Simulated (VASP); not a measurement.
Crystal: In5GaP6.

```
In Ga P
1.0
     3.91758    0.00000    0.00000
     0.00000    3.91758    0.00000
     0.00000    0.00000   16.16767
In Ga P
5 1 6
Direct
  0.00000 0.00000 0.83823
  0.00000 0.00000 0.16177
  0.50000 0.50000 0.33055
  0.00000 0.00000 0.50000
  0.50000 0.50000 0.66945
  0.50000 0.50000 0.00000
  0.00000 0.00000 0.00000
  0.50000 0.50000 0.15138
  0.00000 0.00000 0.32849
  0.50000 0.50000 0.50000
  0.00000 0.00000 0.67151
  0.50000 0.50000 0.84862
```

```yaml
Program: VASP 6.6.1
Task: relaxation of cell and atoms
Functional: PBE
Potentials_or_basis: VASP PAW PBE potentials, release 64 (In_d, Ga_d, P)
Cutoff: 500 eV
k_mesh: 10 × 10 × 4
Occupations: gaussian, width 0.1 eV
Spin: no spin polarisation
```

At the start: pressure 0.2 GPa; volume 20.68 Å³/atom.

Problem. How do energy, volume and symmetry change on relaxing?

Solution. Over 14 steps the energy falls by 5.2 meV/atom and the volume is 20.70 Å³/atom (+0.1 %); space group P4/mmm (No. 123, to 0.1 Å) before and after.

Step by step:
| step | energy change (eV) | largest force (eV/Å) | pressure (GPa) | volume (Å³) |
| --- | --- | --- | --- | --- |
| 1 | 0.0000 | 0.2444 | 0.22 | 248.13 |
| 2 | -0.0524 | 0.1192 | -0.24 | 249.10 |
| 3 | -0.0573 | 0.0847 | -0.39 | 249.53 |
| 4 | -0.0574 | 0.0864 | -0.36 | 249.51 |
| 5 | -0.0603 | 0.0482 | 0.14 | 247.74 |
| 6 | -0.0603 | 0.0488 | 0.11 | 247.84 |
| 7 | -0.0614 | 0.0343 | 0.06 | 247.99 |
| 8 | -0.0618 | 0.0187 | -0.01 | 248.15 |
| 9 | -0.0618 | 0.0209 | 0.02 | 248.13 |
| 10 | -0.0618 | 0.0201 | 0.02 | 248.14 |
| 11 | -0.0618 | 0.0196 | 0.02 | 248.14 |
| 12 | -0.0619 | 0.0152 | -0.02 | 248.27 |
| 13 | -0.0619 | 0.0106 | -0.07 | 248.41 |
| 14 | -0.0620 | 0.0093 | -0.05 | 248.35 |

Final structure:
```
CELL_PARAMETERS angstrom
3.88260 0.00000 0.00000
0.00000 3.88260 0.00000
0.00000 0.00000 16.47497
ATOMIC_POSITIONS crystal
In 0.00000 0.00000 0.83662
In 0.00000 0.00000 0.16338
In 0.50000 0.50000 0.33105
In 0.00000 0.00000 0.50000
In 0.50000 0.50000 0.66895
Ga 0.50000 0.50000 0.00000
P 0.00000 0.00000 0.00000
P 0.50000 0.50000 0.15321
P 0.00000 0.00000 0.32710
P 0.50000 0.50000 0.50000
P 0.00000 0.00000 0.67290
P 0.50000 0.50000 0.84679
```

Caveat: spin-orbit coupling is left out, which moves the levels of the heavy elements.
